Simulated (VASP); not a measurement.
A run of VASP 6.6.1 is set up as follows.

INCAR

```
SYSTEM = CaCoC4N4
ALGO = Normal
EDIFF = 1E-6
ENCUT = 520
GGA = PE
ISIF = 2
ISMEAR = 0
ISPIN = 2
LASPH = .True.
LCHARG = .False.
LMAXMIX = 4
LORBIT = 11
LREAL = .False.
LWAVE = .False.
MAGMOM = 0 3 0 0 0 0 0 0 0 0
NBANDS = 42
NELM = 150
PREC = Accurate
SIGMA = 0.1
```

KPOINTS

```
k-points
0
Gamma
  4 4 4
  0 0 0
```

File POSCAR:

```
CaCoC4N4
1.0
    6.1164487500      0.0000000000      0.0000000000
    0.0000000000      6.1164487500      0.0000000000
    0.0000000000      0.0000000000      6.1164487500
Ca Co C N
1 1 4 4
Direct
    0.5000000000      0.5000000000      0.5000000000
    0.0000000000      0.0000000000      0.0000000000
    0.1809514800      0.1809514800      0.1809514800
    0.1809514800      0.8190485200      0.8190485200
    0.8190485200      0.1809514800      0.8190485200
    0.8190485200      0.8190485200      0.1809514800
    0.2913913500      0.2913913500      0.2913913500
    0.2913913500      0.7086086500      0.7086086500
    0.7086086500      0.2913913500      0.7086086500
    0.7086086500      0.7086086500      0.2913913500
```

Potentials or basis: VASP PAW PBE potentials, release 64 (Ca_sv, Co, C, N).

Command:

```bash
$ cat potpaw_PBE.64/Ca_sv/POTCAR potpaw_PBE.64/Co/POTCAR potpaw_PBE.64/C/POTCAR potpaw_PBE.64/N/POTCAR > POTCAR
$ mpirun -np 1 vasp_std > vasp.out
```

**Question.** Estimate the pressure.

**Answer.** 3.4 GPa.

**Question.** Estimate the net moment.

**Answer.** 3.00 μB per cell.

Forces on the atoms (eV/Å):
```
Ca   0.000  0.000  0.000
Co   0.000  0.000  0.000
C   -0.260 -0.260 -0.260
C   -0.260  0.260  0.260
C    0.260 -0.260  0.260
C    0.260  0.260 -0.260
N   -0.389 -0.389 -0.389
N   -0.389  0.389  0.389
N    0.389 -0.389  0.389
N    0.389  0.389 -0.389
```

Caveat: the cell stands under pressure; a cell with one magnetic atom can't hold antiferromagnetic order, which such compounds often take.
